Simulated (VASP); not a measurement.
# BaTiO3 (P1) in VASP: notebook

BaTiO3 is run at these levels: PBE+U, PBE, PBEsol; tasks: single point, relaxation of cell and atoms.

All numbers are computed with VASP 6.6.1; they aren't measurements. Logs are shortened: lines on timing, memory, paths and dates and some standing lists are left out, and cuts for length are marked.

## (1) The cell of the first run

The typed cell holds 5 atoms: a = 4.007 Å, b = 4.007 Å, c = 4.007 Å, α = 90.00°, β = 90.00°, γ = 90.00°.

## (2) Single point, PBE+U

The input, INCAR:

```
SYSTEM = BaTiO3
ALGO = Normal
EDIFF = 1E-7
ENCUT = 520
GGA = PE
ISIF = 2
ISMEAR = -1
LASPH = .True.
LCHARG = .False.
LDAU = .True.
LDAUJ = 0 0 0
LDAUL = -1 2 -1
LDAUPRINT = 1
LDAUTYPE = 2
LDAUU = 0 5 0
LMAXMIX = 4
LREAL = .False.
LWAVE = .False.
NBANDS = 28
NELM = 150
PREC = Accurate
SIGMA = 0.05
```

The input, KPOINTS:

```
k-points
0
Gamma
  7 7 7
  0 0 0
```

The input, POSCAR:

```
BaTiO3
1.0
    4.0073000000      0.0000000000      0.0000000000
    0.0000000000      4.0073000000      0.0000000000
    0.0000000000      0.0000000000      4.0073000000
Ba Ti O
1 1 3
Direct
    0.5090294500      0.4552911200      0.5066787400
    0.9437351000      0.0699797700      0.9543125000
    0.5205349200      0.0068319800      0.0554319400
    0.0126470200      0.4919678200      0.0527235900
    0.0140535100      0.9759293100      0.4308532400
```

Potentials or basis: VASP PAW PBE potentials, release 64 (Ba_sv, Ti_sv, O).

Run with:

```console
> cat potpaw_PBE.64/Ba_sv/POTCAR potpaw_PBE.64/Ti_sv/POTCAR potpaw_PBE.64/O/POTCAR > POTCAR
> mpirun -np 1 vasp_std > vasp.out
```

OUTCAR:

```text
SYSTEM = BaTiO3
   EDIFF = 1E-7
   ENCUT = 520
   GGA = PE
   ISIF = 2
   ISMEAR = -1
   LASPH = .True.
   LREAL = .False.
   NELM = 150
   PREC = Accurate

 ion  position               nearest neighbor table
   1  0.509  0.455  0.507-   3 2.55   4 2.70   4 2.72   5 2.78   5 2.81   3 2.84   3 2.86   5 2.89
                             5 2.92   2 2.94   4 2.96   4 2.98   3 3.12   2 3.21   2 3.28   2 3.51
   2  0.944  0.070  0.954-   4 1.76   3 1.76   5 1.97   5 2.15   3 2.36   4 2.37   1 2.94   1 3.21
                             1 3.28   1 3.51   1 3.52   1 3.74   1 3.80
   3  0.521  0.007  0.055-   2 1.76   2 2.36   1 2.55   1 2.84   1 2.86   1 3.12
   4  0.013  0.492  0.053-   2 1.76   2 2.37   1 2.70   1 2.72   1 2.96   1 2.98
   5  0.014  0.976  0.431-   2 1.97   2 2.15   1 2.78   1 2.81   1 2.89   1 2.92

  LATTYP: Found a simple cubic cell.
 ALAT       =     4.0073000000

  Lattice vectors:

 A1 = (   4.0073000000,   0.0000000000,   0.0000000000)
 A2 = (   0.0000000000,   4.0073000000,   0.0000000000)
 A3 = (   0.0000000000,   0.0000000000,   4.0073000000)

Analysis of symmetry for initial positions (statically):
=====================================================================
 Subroutine PRICEL returns:
 Original cell was already a primitive cell.

 Routine SETGRP: Setting up the symmetry group for a
 simple cubic supercell.

 Subroutine GETGRP returns: Found  1 space group operations
 (whereof  1 operations were pure point group operations)
 out of a pool of 48 trial point group operations.

The static configuration has the point symmetry C_1 .

Analysis of symmetry for dynamics (positions and initial velocities):
=====================================================================
 Subroutine PRICEL returns:
 Original cell was already a primitive cell.

 Routine SETGRP: Setting up the symmetry group for a
 simple cubic supercell.

 Subroutine GETGRP returns: Found  1 space group operations
 (whereof  1 operations were pure point group operations)
 out of a pool of 48 trial point group operations.

The dynamic configuration has the point symmetry C_1 .

[... 153 lines left out ...]
  0.0023  0.1307 -0.0270  0.0032 -0.0361
 -0.0395 -0.0270  0.2280  0.0259 -0.0000
 -0.0005  0.0032  0.0259  0.1263 -0.0389
 -0.0027 -0.0361 -0.0000 -0.0389  0.2836

spin component  2

  0.1472  0.0023 -0.0395 -0.0005 -0.0027
  0.0023  0.1307 -0.0270  0.0032 -0.0361
 -0.0395 -0.0270  0.2280  0.0259 -0.0000
 -0.0005  0.0032  0.0259  0.1263 -0.0389
 -0.0027 -0.0361 -0.0000 -0.0389  0.2836

 occupancies and eigenvectors

  o =  0.1084  v =  0.3297  0.3653  0.3618 -0.7862 -0.0940  0.0000  0.0000  0.0000  0.0000  0.0000      0.0000  0.0000  0.0000  0.0000  0.0000  0.0000  0.0000  0.0000  0.0000  0.0000
  o =  0.1084  v =  0.0000  0.0000  0.0000  0.0000  0.0000  0.3297  0.3653  0.3618 -0.7862 -0.0940      0.0000  0.0000  0.0000  0.0000  0.0000  0.0000  0.0000  0.0000  0.0000  0.0000
  o =  0.1156  v =  0.1461  0.8118  0.1386  0.4681  0.2853  0.0000  0.0000  0.0000  0.0000  0.0000      0.0000  0.0000  0.0000  0.0000  0.0000  0.0000  0.0000  0.0000  0.0000  0.0000
  o =  0.1156  v =  0.0000  0.0000  0.0000  0.0000  0.0000  0.1461  0.8118  0.1386  0.4681  0.2853      0.0000  0.0000  0.0000  0.0000  0.0000  0.0000  0.0000  0.0000  0.0000  0.0000
  o =  0.1375  v =  0.8690 -0.3557  0.1907  0.2864  0.0044  0.0000  0.0000  0.0000  0.0000  0.0000      0.0000  0.0000  0.0000  0.0000  0.0000  0.0000  0.0000  0.0000  0.0000  0.0000
  o =  0.1375  v =  0.0000  0.0000  0.0000  0.0000  0.0000  0.8690 -0.3557  0.1907  0.2864  0.0044      0.0000  0.0000  0.0000  0.0000  0.0000  0.0000  0.0000  0.0000  0.0000  0.0000
  o =  0.2539  v =  0.0000  0.0000  0.0000  0.0000  0.0000 -0.3381 -0.1930  0.9019  0.1861 -0.0209      0.0000  0.0000  0.0000  0.0000  0.0000  0.0000  0.0000  0.0000  0.0000  0.0000
  o =  0.2539  v = -0.3381 -0.1930  0.9019  0.1861 -0.0209  0.0000  0.0000  0.0000  0.0000  0.0000      0.0000  0.0000  0.0000  0.0000  0.0000  0.0000  0.0000  0.0000  0.0000  0.0000
  o =  0.3004  v =  0.0000  0.0000  0.0000  0.0000  0.0000  0.0226  0.2094 -0.0131  0.2148 -0.9536      0.0000  0.0000  0.0000  0.0000  0.0000  0.0000  0.0000  0.0000  0.0000  0.0000
  o =  0.3004  v =  0.0226  0.2094 -0.0131  0.2148 -0.9536  0.0000  0.0000  0.0000  0.0000  0.0000      0.0000  0.0000  0.0000  0.0000  0.0000  0.0000  0.0000  0.0000  0.0000  0.0000

 number of electron      40.0000008 magnetization

 Free energy of the ion-electron system (eV)
  ---------------------------------------------------
  ext. energy  EPLUGINS =         0.00000000
  ---------------------------------------------------
  free energy    TOTEN  =       -34.23159750 eV

  energy without entropy =      -34.23159750  energy(sigma->0) =      -34.23159750

 E-fermi :   5.3192     XC(G=0): -11.2060

 val. band max:        4.2051583051   @ k =  -0.4286   0.4286   0.4286
 cond. band min:       7.4330038769   @ k =  -0.1429  -0.2857   0.2857
 fundamental gap:      3.2278455718
 Fermi energy:         5.3192335461

 k-point     1 :       0.0000    0.0000    0.0000
  band No.  band energies     occupation
      1     -53.2544      2.00000
      2     -29.5927      2.00000
      3     -29.5578      2.00000
      4     -29.4502      2.00000
      5     -21.1242      2.00000
      6     -12.9888      2.00000
[... 733 lines left out ...]
     27      10.5906      0.00000
     28      12.0507      0.00000

 [... further k-points ...]
[... 5 lines left out ...]
  --------------------------------------------------------------------------------------
  -------------------------------------------------------------------------------------
  Total       10.0146570      9.1611667      3.7806618     -0.3005831     -0.1356208      0.3970862
  in kB      249.3395045    228.0897644     94.1288705     -7.4837564     -3.3766130      9.8864383
  external PRESSURE =     190.5193798 kB  Pullay stress =       0.0000000 kB

 VOLUME and BASIS-vectors are now :
 -----------------------------------------------------------------------------
  energy-cutoff  :      520.00
  volume of cell :       64.35
      direct lattice vectors                 reciprocal lattice vectors
     4.007300000  0.000000000  0.000000000     0.249544581  0.000000000  0.000000000
     0.000000000  4.007300000  0.000000000     0.000000000  0.249544581  0.000000000
     0.000000000  0.000000000  4.007300000     0.000000000  0.000000000  0.249544581

 POSITION                                       TOTAL-FORCE (eV/Angst)
 -----------------------------------------------------------------------------------
      2.03983      1.82449      2.03041        -1.087536      2.216960     -0.739856
      3.78183      0.28043      3.82422         3.732294     -4.523551      0.730525
      2.08594      0.02738      0.22213        -2.353476     -0.247123     -2.056901
      0.05068      1.97146      0.21128        -0.094469      1.931558     -1.939860
      0.05632      3.91084      1.72656        -0.196814      0.622156      4.006091
 -----------------------------------------------------------------------------------
    total drift:                               -0.000116      0.000384      0.000773

  FREE ENERGIE OF THE ION-ELECTRON SYSTEM (eV)
  ---------------------------------------------------
  free  energy   TOTEN  =       -34.2315974974 eV

  energy  without entropy=      -34.2315974973  energy(sigma->0) =      -34.23159750
```

OSZICAR:

```text
N       E                     dE             d eps       ncg     rms          rms(c)
DAV:   1     0.436622934758E+03    0.43662E+03   -0.19597E+04  9632   0.152E+03
DAV:   2     0.124371447390E+00   -0.43650E+03   -0.41601E+03 11132   0.423E+02
DAV:   3    -0.441239393768E+02   -0.44248E+02   -0.43868E+02 13300   0.135E+02
DAV:   4    -0.458894724490E+02   -0.17655E+01   -0.17596E+01 14612   0.242E+01
DAV:   5    -0.459182702364E+02   -0.28798E-01   -0.28789E-01 13108   0.289E+00    0.258E+01
DAV:   6    -0.342110590362E+02    0.11707E+02   -0.60672E+01 14980   0.757E+01    0.108E+01
DAV:   7    -0.343430160285E+02   -0.13196E+00   -0.11052E+01 13480   0.238E+01    0.731E+00
DAV:   8    -0.342027492531E+02    0.14027E+00   -0.10133E+00 13332   0.105E+01    0.270E+00
DAV:   9    -0.342502427301E+02   -0.47493E-01   -0.24680E-01 12220   0.339E+00    0.141E+00
DAV:  10    -0.342327492596E+02    0.17493E-01   -0.96709E-02 12428   0.330E+00    0.315E-01
DAV:  11    -0.342316156321E+02    0.11336E-02   -0.56766E-03 15120   0.657E-01    0.843E-02
DAV:  12    -0.342315566096E+02    0.59023E-04   -0.68617E-04 10968   0.238E-01    0.602E-02
DAV:  13    -0.342315988509E+02   -0.42241E-04   -0.20165E-04 11548   0.108E-01    0.189E-02
DAV:  14    -0.342315969842E+02    0.18667E-05   -0.16430E-05 12752   0.294E-02    0.788E-03
DAV:  15    -0.342315974989E+02   -0.51473E-06   -0.25962E-06 12424   0.128E-02    0.236E-03
DAV:  16    -0.342315974974E+02    0.15857E-08   -0.53154E-07 10124   0.636E-03
   1 F= -.34231597E+02 E0= -.34231597E+02  d E =-.223980E-10
```

It took 4.4 min on 1 thread of Intel Xeon Platinum 8259CL at 2.50GHz (Skylake/Cascade Lake), shared host; peak memory 0.4 GiB.

Results:

```
Free energy            : -34.2316 eV
Pressure               : 19.1 GPa
Largest force          : 5.910 eV/Å
Band gap on the k mesh : 3.23 eV (least direct gap 3.48 eV)
```

Forces in eV/Å, atoms in the order of the input:
```
Ba  -1.088  2.217 -0.740
Ti   3.732 -4.524  0.731
O   -2.353 -0.247 -2.057
O   -0.094  1.932 -1.940
O   -0.197  0.622  4.006
```

Levels at points of the mesh, in eV from the valence-band top:
```tsv
k point	band 17	band 18	band 19	band 20	band 21	band 22	band 23	band 24
(0.00, 0.00, 0.00)	-1.58	-1.02	-0.55	-0.39	3.24	3.55	3.74	4.71
```

Eigenvalues of the final occupation matrices:
| site | spin | trace | eigenvalues |
| --- | --- | --- | --- |
| site 2 d | 1 | 0.92 | 0.11 0.12 0.14 0.25 0.30 |
| site 2 d | 2 | 0.92 | 0.11 0.12 0.14 0.25 0.30 |

Caveat: the cell stands under pressure; spin-orbit coupling is left out, which moves the levels of the heavy elements; an odd mesh through Γ misses points on the zone boundary, where band edges can lie; forces of over 1 eV/Å act on the atoms, so gaps and moduli don't describe the material at rest.

(Continued in part 2 of 2.)
